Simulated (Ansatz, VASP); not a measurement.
# Al2O3: VASP beside Ansatz

Contents of INCAR:

```
PREC = Accurate
ENCUT = 520
EDIFF = 1E-6
ISMEAR = 0
SIGMA = 0.05
LREAL = F
LASPH = T
NELM = 100
ALGO = Normal
ISIF = 2
LWAVE = F
LCHARG = F
GGA = PE
IVDW = 12
NBANDS = 20
```

Contents of KPOINTS:

```
Automatic mesh
0
Gamma
  9 9 4
```

File POSCAR:

```
Al2O3
1.0
    2.7886129015      0.0000000000      0.0000000000
   -1.3943064508      2.4150096140      0.0000000000
    0.0000000000      0.0000000000      7.0962667811
Al O
2 3
Direct
    0.0000000000      0.0000000000      0.1907358529
    0.0000000000      0.0000000000      0.8092641471
    0.3333333333      0.6666666667      0.2635340166
    0.6666666667      0.3333333333      0.0000000000
    0.3333333333      0.6666666667      0.7364659834
```

Input for Ansatz:

```yaml
crystal:
  lattice:
    - [2.7886129015, 0.0, 0.0]
    - [-1.3943064508, 2.415009614, 0.0]
    - [0.0, 0.0, 7.0962667811]
  atoms:
    - { symbol: Al, position: [0.0, 0.0, 0.1907358529] }
    - { symbol: Al, position: [0.0, 0.0, 0.8092641471] }
    - { symbol: O, position: [0.3333333333, 0.6666666667, 0.2635340166] }
    - { symbol: O, position: [0.6666666667, 0.3333333333, 0.0] }
    - { symbol: O, position: [0.3333333333, 0.6666666667, 0.7364659834] }
basis:
  ecutwfc: 520.0
kpoints:
  mp_grid: { grid: [9, 9, 4] }
hamiltonian:
  xc: pbe
  pseudopotentials: { kind: paw, azcp: { folder: soft_1 } }
  dispersion: d3bj
scf:
  occupations: { method: gaussian, width: 0.05 }
output:
  forces: true
  stress: true
  eigenvalues: true
  write_density: true
  write_potential: true
  elf: true
  volumetric_format: npy
```

Alike in both runs: task single point; functional PBE; dispersion D3(BJ); k mesh 9 × 9 × 4; occupations gaussian, width 0.05 eV; no spin polarisation.

```csv
,VASP,Ansatz
version,VASP 6.6.1,Ansatz 0.2.0
potentials or method,"VASP PAW PBE potentials, release 64 (Al, O), cutoff 520 eV","scalar-relativistic, plane waves, PAW"
valence electrons in the cell,24,24
```

```tsv
	VASP	Ansatz	Ansatz less VASP
gap on the k mesh at the Fermi level (eV)	5.58	5.57	-0.011
least direct gap on the mesh (eV)	5.84	5.83	-0.011
rms of the force components (eV/Å)	1.798	1.808	+0.0101
```

Atom by atom the forces differ by 0.013 eV/Å (rms over components).
